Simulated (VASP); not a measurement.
B:

```
B
1.0
     2.10363    0.00000    0.00000
     0.00000    2.69180    0.00000
     0.00000    0.00000    3.55075
B
3
Cartesian
  1.0518 1.3459 0.8487
  1.0518 1.3459 2.7021
  0.0000 0.0000 1.7754
```

* Program: VASP 6.6.1
* Task: relaxation of cell and atoms
* Functional: PBE
* Potentials or basis: VASP PAW PBE potentials, release 64 (B)
* Cutoff: 600 eV
* k mesh: 22 × 18 × 14
* Occupations: gaussian, width 0.1 eV
* Spin: no spin polarisation

At the start: pressure 0.7 GPa; volume 6.70 Å³/atom.

Task: How do energy, volume and symmetry change on relaxing?

Result: Over 11 steps the energy falls by 5.2 meV/atom and the volume is 6.75 Å³/atom (+0.7 %); space group Pmmm (No. 47, to 0.05 Å).

Step by step:
```
step  energy change (eV)  largest force (eV/Å)  pressure (GPa)  volume (Å³)
   1              0.0000                0.4093            0.70        20.11
   2             -0.0094                0.3394            0.17        20.19
   3             -0.0101                0.1864            0.24        20.17
   4             -0.0150                0.0554            0.29        20.24
   5             -0.0150                0.0715            0.25        20.23
   6             -0.0154                0.0781           -0.11        20.26
   7             -0.0155                0.0406           -0.03        20.25
   8             -0.0156                0.0149           -0.06        20.26
   9             -0.0156                0.0005           -0.05        20.26
  10             -0.0156                0.0003           -0.05        20.26
  11             -0.0156                0.0016            0.04        20.25
```

Final structure:
```
B
1.0
     2.13822    0.00000    0.00000
     0.00000    2.70793    0.00000
     0.00000    0.00000    3.49758
B
3
Cartesian
  1.0691 1.3540 0.8505
  1.0691 1.3540 2.6470
  2.1382 0.0000 1.7488
```
